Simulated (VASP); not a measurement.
# ScPt (Pm-3m) in VASP: notebook

The runs below take ScPt through single point, with LDA.

Everything below comes from runs of VASP 6.6.1. Logs are shortened: lines on timing, memory, paths and dates and some standing lists are left out, and cuts for length are marked.

## Step 1: The cell of the first run

Symmetry: Pm-3m, No. 221, cubic system. The conventional cell has a = 3.281 Å, b = 3.281 Å, c = 3.281 Å, α = 90.00°, β = 90.00°, γ = 90.00°. Within 3.7 Å of Sc (site symmetry m-3m) lie 8 Pt at 2.84 Å and 6 Sc at 3.28 Å. Pt (site symmetry m-3m) has 8 Sc at 2.84 Å and 6 Pt at 3.28 Å within 3.7 Å.

## Step 2: Single point, LDA (volume scaled by 1.01)

The input, INCAR:

```
SYSTEM = ScPt
  PREC = Accurate
  ENCUT = 520
  EDIFF = 1E-6
  ISMEAR = -1
  SIGMA = 0.05
  LREAL = .False.
  LASPH = .True.
  NELM = 80
  ALGO = Normal
  ISIF = 2
  LWAVE = .False.
  LCHARG = .False.
  GGA = CA
  NBANDS = 18
```

The input, KPOINTS:

```
Automatic mesh
0
Gamma
  10 10 10
  0 0 0
```

The input, POSCAR:

```
ScPt
1.0
    3.2808638672      0.0000000000      0.0000000000
    0.0000000000      3.2808638672      0.0000000000
    0.0000000000      0.0000000000      3.2808638672
Sc Pt
1 1
Direct
    0.5000000000      0.5000000000      0.5000000000
    0.0000000000      0.0000000000      0.0000000000
```

Potentials or basis: VASP PAW LDA potentials, release 64 (Sc_sv, Pt).

Launch:

```console
> cat potpaw_LDA.64/Sc_sv/POTCAR potpaw_LDA.64/Pt/POTCAR > POTCAR
> mpirun -np 1 vasp_std > vasp.out
```

OUTCAR:

```text
SYSTEM = ScPt
   PREC = Accurate
   ENCUT = 520
   EDIFF = 1E-6
   ISMEAR = -1
   LREAL = .False.
   LASPH = .True.
   NELM = 80
   ISIF = 2
   GGA = CA

 ion  position               nearest neighbor table
   1  0.500  0.500  0.500-   2 2.84   2 2.84   2 2.84   2 2.84   2 2.84   2 2.84   2 2.84   2 2.84

   2  0.000  0.000  0.000-   1 2.84   1 2.84   1 2.84   1 2.84   1 2.84   1 2.84   1 2.84   1 2.84

  LATTYP: Found a simple cubic cell.
 ALAT       =     3.2808638672

  Lattice vectors:

 A1 = (   3.2808638672,   0.0000000000,   0.0000000000)
 A2 = (   0.0000000000,   3.2808638672,   0.0000000000)
 A3 = (   0.0000000000,   0.0000000000,   3.2808638672)

Analysis of symmetry for initial positions (statically):
=====================================================================
 Subroutine PRICEL returns:
 Original cell was already a primitive cell.

 Routine SETGRP: Setting up the symmetry group for a
 simple cubic supercell.

 Subroutine GETGRP returns: Found 48 space group operations
 (whereof 48 operations were pure point group operations)
 out of a pool of 48 trial point group operations.

The static configuration has the point symmetry O_h .

Analysis of symmetry for dynamics (positions and initial velocities):
=====================================================================
 Subroutine PRICEL returns:
 Original cell was already a primitive cell.

 Routine SETGRP: Setting up the symmetry group for a
 simple cubic supercell.

 Subroutine GETGRP returns: Found 48 space group operations
 (whereof 48 operations were pure point group operations)
 out of a pool of 48 trial point group operations.

The dynamic configuration has the point symmetry O_h .

 Subroutine INISYM returns: Found 48 space group operations
 (whereof 48 operations are pure point group operations),
 and found     1 'primitive' translations

----------------------------------------------------------------------------------------

                                     Primitive cell

  volume of cell :      35.3154

  direct lattice vectors                    reciprocal lattice vectors
     3.280863867  0.000000000  0.000000000     0.304797773  0.000000000  0.000000000
     0.000000000  3.280863867  0.000000000     0.000000000  0.304797773  0.000000000
     0.000000000  0.000000000  3.280863867     0.000000000  0.000000000  0.304797773

  length of vectors
     3.280863867  3.280863867  3.280863867     0.304797773  0.304797773  0.304797773

  position of ions in fractional coordinates (direct lattice)
     0.500000000  0.500000000  0.500000000
     0.000000000  0.000000000  0.000000000

  ion indices of the primitive-cell ions
   primitive index   ion index
                 1           1
                 2           2

----------------------------------------------------------------------------------------

 KPOINTS: Automatic mesh

Automatic generation of k-mesh.
 Grid dimensions read from file:
 generate k-points for:   10   10   10

 Generating k-lattice:

  Cartesian coordinates                     Fractional coordinates (reciprocal lattice)
     0.030479777  0.000000000  0.000000000     0.100000000  0.000000000  0.000000000
     0.000000000  0.030479777  0.000000000     0.000000000  0.100000000  0.000000000
     0.000000000  0.000000000  0.030479777     0.000000000  0.000000000  0.100000000

  Length of vectors
     0.030479777  0.030479777  0.030479777

  Shift w.r.t. Gamma in fractional coordinates (k-lattice)
     0.000000000  0.000000000  0.000000000

 Subroutine IBZKPT returns following result:
 ===========================================

 Found     56 irreducible k-points:

 Following reciprocal coordinates:
            Coordinates               Weight
  0.000000  0.000000  0.000000      1.000000
  0.100000  0.000000  0.000000      6.000000
  0.200000  0.000000  0.000000      6.000000
  0.300000  0.000000  0.000000      6.000000
  0.400000  0.000000  0.000000      6.000000
  0.500000  0.000000  0.000000      3.000000
[... 16 lines left out ...]
  0.200000  0.100000  0.100000     24.000000
  0.300000  0.100000  0.100000     24.000000
 [... further k-points ...]
   k-points           NKPTS =     56   k-points in BZ     NKDIM =     56   number of bands    NBANDS=     18
   number of dos      NEDOS =    301   number of ions     NIONS =      2
   total plane-waves  NPLWV =  13824
   dimension x,y,z NGX =    24 NGY =   24 NGZ =   24
   dimension x,y,z NGXF=    48 NGYF=   48 NGZF=   48
   ions per type =               1   1
   NGX,Y,Z   is equivalent  to a cutoff of  12.16, 12.16, 12.16 a.u.
   NGXF,Y,Z  is equivalent  to a cutoff of  24.32, 24.32, 24.32 a.u.
 SYSTEM =  ScPt
   PREC   = accura    normal or accurate (medium, high low for compatibility)
   ISTART =      0    job   : 0-new  1-cont  2-samecut
   ICHARG =      2    charge: 1-file 2-atom 10-const
   ISPIN  =      1    spin polarized calculation?
   LNONCOLLINEAR =      F non collinear calculations
   LSORBIT =      F    spin-orbit coupling
   LASPH  =      T    aspherical Exc in radial PAW
   ENCUT  =  520.0 eV  38.22 Ry    6.18 a.u.   6.10  6.10  6.10*2*pi/ulx,y,z
   NELM   =     80;   NELMIN=  2; NELMDL= -5     # of ELM steps
   EDIFF  = 0.1E-05   stopping-criterion for ELM
   LREAL  =      F    real-space projection
   EDIFFG = 0.1E-04   stopping-criterion for IOM
   NSW    =      0    number of steps for IOM
   IBRION =     -1    ionic relax: 0-MD 1-quasi-New 2-CG
   NFREE  =      0    steps in history (QN), initial steepest desc. (CG)
   ISIF   =      2    stress and relaxation
   ISYM   =      2    0-nonsym 1-usesym 2-fastsym
   POTIM  = 0.5000    time-step for ionic-motion
   TEBEG  =    0.0;   TEEND  =   0.0 temperature during run
   PSTRESS=    0.0 pullay stress
   NELECT =      21.0000    total number of electrons
   NUPDOWN=      -1.0000    fix difference up-down
   EMIN   =  10.00;   EMAX   =-10.00  energy-range for DOS
   EFERMI =   0.00;   METHOD = LEGACY
   ISMEAR =    -1;   SIGMA  =   0.05  broadening in eV -4-tet -1-fermi 0-gaus
   EFERMI_NEDOS =   21; number of points for ismear=-14 and -15
   IALGO  =     38    algorithm
   IMIX   =      4    mixing-type and parameters
     AMIX     =   0.40;   BMIX     =  1.00
     AMIX_MAG =   1.60;   BMIX_MAG =  1.00
  volume/ion in A,a.u.               =      17.66       119.16
  Fermi-wavevector in a.u.,A,eV,Ry     =   1.376659  2.601508 25.785626  1.895190
  Thomas-Fermi vector in A             =   2.501884
   LORBIT       =      0    0 simple, 1 ext, 2 COOP (PROOUT), +10 PAW based schemes
   GGA     = CA    functional components
   LHFCALC =     F    Hartree Fock is set to
   AEXX    =    0.0000 exact exchange contribution
   IVDW    =     0    specifies the selected vdW correction
   LEPSILON=     F    determine dielectric tensor
   LRPA    =     F    only Hartree local field effects (RPA)
 non-spin polarized calculation
  energy-cutoff  :      520.00
  volume of cell :       35.32
 maximum number of plane-waves:       968
   NGX = 13   NGY = 13   NGZ = 13

 number of electron      20.9999992 magnetization

 Free energy of the ion-electron system (eV)
  ---------------------------------------------------
  ext. energy  EPLUGINS =         0.00000000
  ---------------------------------------------------
  free energy    TOTEN  =       -16.64157261 eV

  energy without entropy =      -16.62683709  energy(sigma->0) =      -16.63420485

 E-fermi :   7.7466     XC(G=0): -12.1868

 val. band max:        7.7293193008   @ k =   0.5000   0.4000   0.3000
 cond. band min:       7.7599618819   @ k =   0.4000   0.0000   0.0000
 fundamental gap:      0.0306425811
 Fermi energy:         7.7465752314

 k-point     1 :       0.0000    0.0000    0.0000
  band No.  band energies     occupation
      1     -41.5169      2.00000
      2     -20.3878      2.00000
      3     -20.3878      2.00000
      4     -20.3878      2.00000
      5      -0.3003      2.00000
      6       2.5639      2.00000
[... 10 lines left out ...]
     17      14.9740      0.00000
     18      14.9740      0.00000

 k-point     2 :       0.1000    0.0000    0.0000
  band No.  band energies     occupation
      1     -41.5147      2.00000
      2     -20.4112      2.00000
      3     -20.3867      2.00000
      4     -20.3867      2.00000
      5      -0.1186      2.00000
      6       2.6288      2.00000
[... 10 lines left out ...]
     17      15.5578      0.00000
     18      15.5578      0.00000

 k-point     3 :       0.2000    0.0000    0.0000
  band No.  band energies     occupation
      1     -41.5090      2.00000
      2     -20.4719      2.00000
      3     -20.3837      2.00000
      4     -20.3837      2.00000
      5       0.3985      2.00000
      6       2.8106      2.00000
[... 10 lines left out ...]
     17      16.9115      0.00000
     18      16.9115      0.00000

 k-point     4 :       0.3000    0.0000    0.0000
  band No.  band energies     occupation
      1     -41.5019      2.00000
      2     -20.5460      2.00000
      3     -20.3799      2.00000
      4     -20.3799      2.00000
      5       1.1487      2.00000
      6       3.0649      2.00000
[... 10 lines left out ...]
     17      18.6080      0.00000
     18      18.6080      0.00000

 k-point     5 :       0.4000    0.0000    0.0000
  band No.  band energies     occupation
      1     -41.4962      2.00000
      2     -20.6052      2.00000
      3     -20.3769      2.00000
      4     -20.3769      2.00000
      5       1.8855      2.00000
      6       3.3043      2.00000
[... 10 lines left out ...]
     17      20.4037      0.00000
     18      20.4037      0.00000

 k-point     6 :       0.5000    0.0000    0.0000
  band No.  band energies     occupation
      1     -41.4940      2.00000
      2     -20.6277      2.00000
      3     -20.3757      2.00000
      4     -20.3757      2.00000
      5       2.2044      2.00000
      6       3.4068      2.00000
[... 10 lines left out ...]
     17      21.3803      0.00000
     18      21.5852      0.00000

 k-point     7 :       0.1000    0.1000    0.0000
  band No.  band energies     occupation
      1     -41.5125      2.00000
      2     -20.4128      2.00000
      3     -20.4067      2.00000
      4     -20.3854      2.00000
      5       0.0583      2.00000
      6       2.7126      2.00000
[... 10 lines left out ...]
     17      14.9078      0.00000
     18      16.0111      0.00000

 k-point     8 :       0.2000    0.1000    0.0000
  band No.  band energies     occupation
      1     -41.5069      2.00000
      2     -20.4699      2.00000
      3     -20.4054      2.00000
      4     -20.3821      2.00000
      5       0.5596      2.00000
      6       2.8906      2.00000
[... 10 lines left out ...]
     17      16.0368      0.00000
     18      17.1739      0.00000
[... 229 lines left out ...]
     17      14.7095      0.00000
     18      17.4452      0.00000

 k-point    20 :       0.5000    0.4000    0.0000
  band No.  band energies     occupation
      1     -41.4772      2.00000
      2     -20.5847      2.00000
      3     -20.5609      2.00000
      4     -20.3531      2.00000
      5       2.2886      2.00000
      6       2.5702      2.00000
[... 10 lines left out ...]
     17      14.6336      0.00000
     18      16.9984      0.00000

 k-point    21 :       0.5000    0.5000    0.0000
  band No.  band energies     occupation
      1     -41.4754      2.00000
      2     -20.5802      2.00000
      3     -20.5802      2.00000
      4     -20.3507      2.00000
      5       2.2517      2.00000
      6       2.4709      2.00000
[... 10 lines left out ...]
     17      14.2966      0.00000
     18      16.6652      0.00000

 k-point    22 :       0.1000    0.1000    0.1000
  band No.  band energies     occupation
      1     -41.5104      2.00000
      2     -20.4135      2.00000
      3     -20.4055      2.00000
      4     -20.4055      2.00000
      5       0.2319      2.00000
      6       2.8276      2.00000
[... 10 lines left out ...]
     17      15.2087      0.00000
     18      15.2354      0.00000

 k-point    23 :       0.2000    0.1000    0.1000
  band No.  band energies     occupation
      1     -41.5049      2.00000
      2     -20.4678      2.00000
      3     -20.4051      2.00000
      4     -20.4024      2.00000
      5       0.7218      2.00000
      6       2.9869      2.00000
[... 10 lines left out ...]
     17      16.0873      0.00000
     18      16.4768      0.00000

 k-point    24 :       0.3000    0.1000    0.1000
  band No.  band energies     occupation
      1     -41.4981      2.00000
      2     -20.5396      2.00000
      3     -20.3991      2.00000
      4     -20.3986      2.00000
      5       1.4195      2.00000
      6       3.2085      2.00000
[... 10 lines left out ...]
     17      17.2255      0.00000
     18      17.9997      0.00000

 [... further k-points ...]
[... 5 lines left out ...]
  --------------------------------------------------------------------------------------
  -------------------------------------------------------------------------------------
  Total       -1.3626570     -1.3626570     -1.3626570      0.0000000      0.0000000     -0.0000000
  in kB      -61.8204962    -61.8204962    -61.8204962      0.0000000      0.0000000     -0.0000000
  external PRESSURE =     -61.8204962 kB  Pullay stress =       0.0000000 kB

 VOLUME and BASIS-vectors are now :
 -----------------------------------------------------------------------------
  energy-cutoff  :      520.00
  volume of cell :       35.32
      direct lattice vectors                 reciprocal lattice vectors
     3.280863867  0.000000000  0.000000000     0.304797773  0.000000000  0.000000000
     0.000000000  3.280863867  0.000000000     0.000000000  0.304797773  0.000000000
     0.000000000  0.000000000  3.280863867     0.000000000  0.000000000  0.304797773

 POSITION                                       TOTAL-FORCE (eV/Angst)
 -----------------------------------------------------------------------------------
      1.64043      1.64043      1.64043         0.000000      0.000000      0.000000
      0.00000      0.00000      0.00000         0.000000      0.000000      0.000000
 -----------------------------------------------------------------------------------
    total drift:                                0.000000      0.000000     -0.000000

  FREE ENERGIE OF THE ION-ELECTRON SYSTEM (eV)
  ---------------------------------------------------
  free  energy   TOTEN  =       -16.6415726141 eV

  energy  without entropy=      -16.6268370890  energy(sigma->0) =      -16.63420485
```

It took 34 s on 1 thread of AMD EPYC 7R43 (Zen 3), shared host; peak memory 0.12 GiB.

Results:

| Quantity | Value |
| --- | --- |
| Free energy | -16.6416 eV |
| Pressure | -6.2 GPa |

Caveat: spin-orbit coupling is left out, which moves the levels of the heavy elements.

## Step 3: Single point, LDA (volume scaled by 1.02)

The input, INCAR:

```
  PREC = Accurate
  ENCUT = 520
  EDIFF = 1E-6
  ISMEAR = -1
  SIGMA = 0.05
  LREAL = False
  LASPH = True
  NELM = 80
  ALGO = Normal
  ISIF = 2
  LWAVE = False
  LCHARG = False
  GGA = CA
  NBANDS = 18
```

The input, KPOINTS:

```
regular mesh
0
Gamma
  10 10 10
```

The input, POSCAR:

```
ScPt
1.0
    3.2916562603      0.0000000000      0.0000000000
    0.0000000000      3.2916562603      0.0000000000
    0.0000000000      0.0000000000      3.2916562603
Sc Pt
1 1
Direct
    0.5000000000      0.5000000000      0.5000000000
    0.0000000000      0.0000000000      0.0000000000
```

Potentials or basis: VASP PAW LDA potentials, release 64 (Sc_sv, Pt).

Launch:

```console
> cat potpaw_LDA.64/Sc_sv/POTCAR potpaw_LDA.64/Pt/POTCAR > POTCAR
> mpirun -np 1 vasp_std > vasp.out
```

Run time: 32 s. Hardware: 1 thread of AMD EPYC 7R43 (Zen 3), shared host; peak memory 0.12 GiB.

Results (log left out):

| Quantity | Value |
| --- | --- |
| Free energy | -16.6269 eV |
| Pressure | -7.5 GPa |

Levels at points of the mesh, in eV from the Fermi level:
```
           k point  band 8  band 9  band 10  band 11  band 12  band 13
(0.00, 0.00, 0.00)   -2.80   -2.80    -2.80     1.38     1.38     3.34
(0.50, 0.00, 0.00)   -3.18   -3.18    -2.41    -0.92    -0.13     1.13
(0.50, 0.50, 0.00)   -3.82   -1.60    -0.84     0.31     0.31     1.87
(0.50, 0.50, 0.50)   -1.54   -1.54    -1.38    -1.38    -1.38     2.95
```

Caveat: spin-orbit coupling is left out, which moves the levels of the heavy elements.
